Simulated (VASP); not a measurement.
# Sc (P4/nmm) in VASP: notebook, part 2 of 2

VASP 6.6.1. Earlier steps stand in the parts before.

## Step 3: Single point, PBEsol (strained)

INCAR reads:

```
  PREC = Accurate
  ENCUT = 520
  EDIFF = 1E-6
  ISMEAR = 0
  SIGMA = 0.1
  LREAL = False
  LASPH = True
  NELM = 80
  ALGO = Fast
  ISIF = 2
  LWAVE = False
  LCHARG = True
  GGA = PS
  LELF = True
  LVHAR = True
  NBANDS = 30
```

KPOINTS reads:

```
regular mesh
0
Gamma
  8 8 12
```

POSCAR reads:

```
Sc
1.0
    5.6504826188      0.0000000000      0.0000000000
    0.0000000000      5.6504826188      0.0000000000
    0.0000000000      0.0000000000      3.5795190041
Sc
4
Direct
    0.5000000000      0.5000000000      0.0000000000
    0.0000000000      0.0000000000      0.0000000000
    0.5000000000      0.0000000000      0.5326640000
    0.0000000000      0.5000000000      0.4673360000
```

Potentials or basis: VASP PAW PBE potentials, release 64 (Sc_sv).

Command:

```console
cat potpaw_PBE.64/Sc_sv/POTCAR > POTCAR
mpirun -np 1 vasp_std > vasp.out
```

OUTCAR:

```text
PREC = Accurate
   ENCUT = 520
   EDIFF = 1E-6
   ISMEAR = 0
   LREAL = False
   LASPH = True
   NELM = 80
   ISIF = 2
   GGA = PS

 ion  position               nearest neighbor table
   1  0.500  0.500  0.000-   3 3.28   4 3.28   3 3.28   4 3.28   3 3.41   3 3.41   4 3.41   4 3.41

   2  0.000  0.000  0.000-   3 3.28   4 3.28   4 3.28   3 3.28   3 3.41   4 3.41   3 3.41   4 3.41

   3  0.500  0.000  0.533-   1 3.28   2 3.28   1 3.28   2 3.28   1 3.41   1 3.41   2 3.41   2 3.41

   4  0.000  0.500  0.467-   1 3.28   2 3.28   2 3.28   1 3.28   2 3.41   1 3.41   1 3.41   2 3.41

  LATTYP: Found a simple tetragonal cell.
 ALAT       =     5.6504826188
 C/A-ratio  =     0.6334890744

  Lattice vectors:

 A1 = (   5.6504826188,   0.0000000000,   0.0000000000)
 A2 = (   0.0000000000,   5.6504826188,   0.0000000000)
 A3 = (   0.0000000000,   0.0000000000,   3.5795190041)

Analysis of symmetry for initial positions (statically):
=====================================================================
 Subroutine PRICEL returns:
 Original cell was already a primitive cell.

 Routine SETGRP: Setting up the symmetry group for a
 simple tetragonal supercell.

 Subroutine GETGRP returns: Found 16 space group operations
 (whereof  8 operations were pure point group operations)
 out of a pool of 16 trial point group operations.

The static configuration has the point symmetry D_2d.
 The point group associated with its full space group is D_4h.

Analysis of symmetry for dynamics (positions and initial velocities):
=====================================================================
 Subroutine PRICEL returns:
 Original cell was already a primitive cell.

 Routine SETGRP: Setting up the symmetry group for a
 simple tetragonal supercell.

 Subroutine GETGRP returns: Found 16 space group operations
 (whereof  8 operations were pure point group operations)
 out of a pool of 16 trial point group operations.

[... 124 lines left out ...]
     AMIX     =   0.40;   BMIX     =  1.00
     AMIX_MAG =   1.60;   BMIX_MAG =  1.00
  volume/ion in A,a.u.               =      28.57       192.81
  Fermi-wavevector in a.u.,A,eV,Ry     =   1.190951  2.250571 19.298010  1.418364
  Thomas-Fermi vector in A             =   2.327024
   LORBIT       =      0    0 simple, 1 ext, 2 COOP (PROOUT), +10 PAW based schemes
   GGA     = PS    functional components
   LHFCALC =     F    Hartree Fock is set to
   AEXX    =    0.0000 exact exchange contribution
   IVDW    =     0    specifies the selected vdW correction
   LEPSILON=     F    determine dielectric tensor
   LRPA    =     F    only Hartree local field effects (RPA)
 non-spin polarized calculation
 RMM-DIIS sequential band-by-band and
 Gauss-broadening in eV      SIGMA  =   0.10
  energy-cutoff  :      520.00
  volume of cell :      114.29
 maximum number of plane-waves:      3113
   NGX = 21   NGY = 21   NGZ = 13

 number of electron      44.0000013 magnetization

 Free energy of the ion-electron system (eV)
  ---------------------------------------------------
  ext. energy  EPLUGINS =         0.00000000
  ---------------------------------------------------
  free energy    TOTEN  =       -25.47418307 eV

  energy without entropy =      -25.41894027  energy(sigma->0) =      -25.44656167

 E-fermi :   2.8490     XC(G=0):  -9.4078

 val. band max:        2.8455027496   @ k =   0.2500   0.1250   0.1667
 cond. band min:       2.8504101873   @ k =   0.1250   0.1250   0.5000
 fundamental gap:      0.0049074377
 Fermi energy:         2.8489592637

 k-point     1 :       0.0000    0.0000    0.0000
  band No.  band energies     occupation
      1     -46.8960      2.00000
      2     -46.8677      2.00000
      3     -46.8603      2.00000
      4     -46.8371      2.00000
      5     -25.7041      2.00000
      6     -25.7041      2.00000
[... 781 lines left out ...]
     29       4.6660      0.00000
     30       4.8421      0.00000

 [... further k-points ...]

------------------------ aborting loop because EDIFF is reached ----------------------------------------

  FORCE on cell =-STRESS in cart. coord.  units (eV):
  Direction    XX          YY          ZZ          XY          YZ          ZX
  --------------------------------------------------------------------------------------
  -------------------------------------------------------------------------------------
  Total       -5.3994735     -5.3994735     -5.1783514      0.0000000      0.0000000      0.0000000
  in kB      -75.6948332    -75.6948332    -72.5949379      0.0000000      0.0000000      0.0000000
  external PRESSURE =     -74.6615348 kB  Pullay stress =       0.0000000 kB

 VOLUME and BASIS-vectors are now :
 -----------------------------------------------------------------------------
  energy-cutoff  :      520.00
  volume of cell :      114.29
      direct lattice vectors                 reciprocal lattice vectors
     5.650482619  0.000000000  0.000000000     0.176976033  0.000000000  0.000000000
     0.000000000  5.650482619  0.000000000     0.000000000  0.176976033  0.000000000
     0.000000000  0.000000000  3.579519004     0.000000000  0.000000000  0.279367144

 POSITION                                       TOTAL-FORCE (eV/Angst)
 -----------------------------------------------------------------------------------
      2.82524      2.82524      0.00000         0.000000     -0.000000      0.000000
      0.00000      0.00000      0.00000         0.000000      0.000000      0.000000
      2.82524      0.00000      1.90668         0.000000     -0.000000     -0.231299
      0.00000      2.82524      1.67284         0.000000      0.000000      0.231299
 -----------------------------------------------------------------------------------
    total drift:                                0.000000     -0.000000     -0.000000

  FREE ENERGIE OF THE ION-ELECTRON SYSTEM (eV)
  ---------------------------------------------------
  free  energy   TOTEN  =       -25.4741830667 eV

  energy  without entropy=      -25.4189402716  energy(sigma->0) =      -25.44656167
```

OSZICAR:

```text
N       E                     dE             d eps       ncg     rms          rms(c)
DAV:   1     0.833033683970E+03    0.83303E+03   -0.19134E+04  6308   0.150E+03
DAV:   2     0.326576485330E+02   -0.80038E+03   -0.78753E+03  8964   0.700E+02
DAV:   3    -0.266884070716E+02   -0.59346E+02   -0.56765E+02 10610   0.242E+02
[... 12 lines left out ...]
RMM:  16    -0.254741718917E+02   -0.36082E-04   -0.31831E-04  9725   0.941E-02    0.624E-03
RMM:  17    -0.254741794031E+02   -0.75114E-05   -0.92564E-05  8547   0.403E-02    0.707E-03
RMM:  18    -0.254741822715E+02   -0.28684E-05   -0.35253E-05  7468   0.278E-02    0.489E-03
RMM:  19    -0.254741829153E+02   -0.64385E-06   -0.14056E-05  7019   0.128E-02    0.390E-03
RMM:  20    -0.254741830667E+02   -0.15138E-06   -0.64989E-06  6520   0.151E-02
   1 F= -.25474183E+02 E0= -.25446562E+02  d E =-.552428E-01
```

Wall time 3.4 min (1 thread of AMD EPYC 9R45 (Zen 5), shared host); peak memory 0.36 GiB.

Results:

* Free energy: -25.4742 eV
* Pressure: -7.5 GPa
* Largest force: 0.231 eV/Å
* Band gap on the k mesh: zero (bands 22 and 23 overlap by 0.75 eV)

Forces in eV/Å, atoms in the order of the input:
```
Sc   0.000  0.000  0.000
Sc   0.000  0.000  0.000
Sc   0.000  0.000 -0.231
Sc   0.000  0.000  0.231
```

Levels at points of the mesh, in eV from the Fermi level:
```
           k point  band 19  band 20  band 21  band 22  band 23  band 24  band 25  band 26
(0.00, 0.00, 0.00)    -1.69    -1.02    -0.82    -0.06    -0.06     0.80     0.80     0.87
(0.50, 0.00, 0.00)    -0.82    -0.82    -0.64    -0.64     0.55     0.55     1.13     1.15
(0.50, 0.50, 0.00)    -2.53    -2.53     0.47     0.47     0.49     0.49     1.15     1.15
(0.00, 0.00, 0.50)    -0.28    -0.28    -0.26    -0.26    -0.05    -0.05     0.70     0.76
(0.50, 0.00, 0.50)    -1.26    -1.26    -0.17    -0.17     0.04     0.04     0.27     0.27
(0.50, 0.50, 0.50)    -1.51    -1.51     0.05     0.05     0.09     0.09     0.43     0.43
```

Caveat: the cell differs from its parent crystal (strained); the cell stands under tension; the PAW data sets were made with another functional, which shifts forces and pressure a little.
